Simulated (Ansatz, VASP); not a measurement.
**One calculation of Zr, two programs**

The input POSCAR:

```
Zr
1.0
   -1.8266642163      1.8266642163      1.7908472709
    1.8266642163     -1.8266642163      1.7908472709
    1.7550303255      1.7550303255     -1.7908472709
Zr
1
Direct
    0.0000000000      0.0000000000      0.0000000000
```

INCAR.step1

```
PREC = Accurate
ENCUT = 520
ISMEAR = -1
SIGMA = 0.05
LREAL = F
LASPH = T
NELM = 80
NBANDS = 12
GGA = PE
ALGO = Normal
EDIFF = 1E-4
LWAVE = T
LCHARG = F
```

INCAR.step2

```
PREC = Accurate
ENCUT = 520
EDIFF = 1E-8
ISMEAR = -1
SIGMA = 0.05
LREAL = F
LASPH = T
NELM = 80
ALGO = Normal
ISIF = 2
LWAVE = F
LCHARG = F
METAGGA = R2SCAN
LMIXTAU = T
LEFG = T
NBANDS = 12
ISTART = 1
```

The input KPOINTS:

```
Automatic mesh
0
Gamma
  13 13 13
```

Input for Ansatz:

```yaml
crystal:
  lattice:
    - [-1.8266642163, 1.8266642163, 1.7908472709]
    - [1.8266642163, -1.8266642163, 1.7908472709]
    - [1.7550303255, 1.7550303255, -1.7908472709]
  atoms:
    - { symbol: Zr, position: [0.0, 0.0, 0.0] }
kpoints:
  mp_grid: { grid: [13, 13, 13] }
scf:
  occupations: { method: fermi_dirac, width: 0.05 }
hamiltonian:
  xc: r2scan
  pseudopotentials: { kind: all_electron, datasets: crystal }
output:
  forces: true
  stress: true
  eigenvalues: true
  efg: { contact_densities: true }
```

Change from the starting cell: xy shear strain of -4 %, crystal datasets.

Alike in both runs: task electric field gradients; functional r2SCAN; k mesh 13 × 13 × 13; occupations fermi-dirac, width 0.05 eV; no spin polarisation.

|  | VASP | Ansatz |
| --- | --- | --- |
| version | VASP 6.6.1 | Ansatz 0.2.0 |
| potentials or method | VASP PAW PBE potentials, release 64 (Zr_sv), cutoff 520 eV | all-electron PAW with datasets made for the crystal, scalar-relativistic |

|  | VASP | Ansatz | Ansatz less VASP |
| --- | --- | --- | --- |
| pressure (GPa) | -0.1 | -0.1 | -0.05 |
| traceless stress, the component that is largest in VASP (GPa) | 1.19 | 1.16 | -0.024 |
| size of Vzz on the site where it differs most (V/Å²) | 28.9 | 27.3 | -1.62 |

VASP's potentials were made for PBE, not for r2SCAN. Ansatz ran all-electron here, and VASP with PAW potentials.
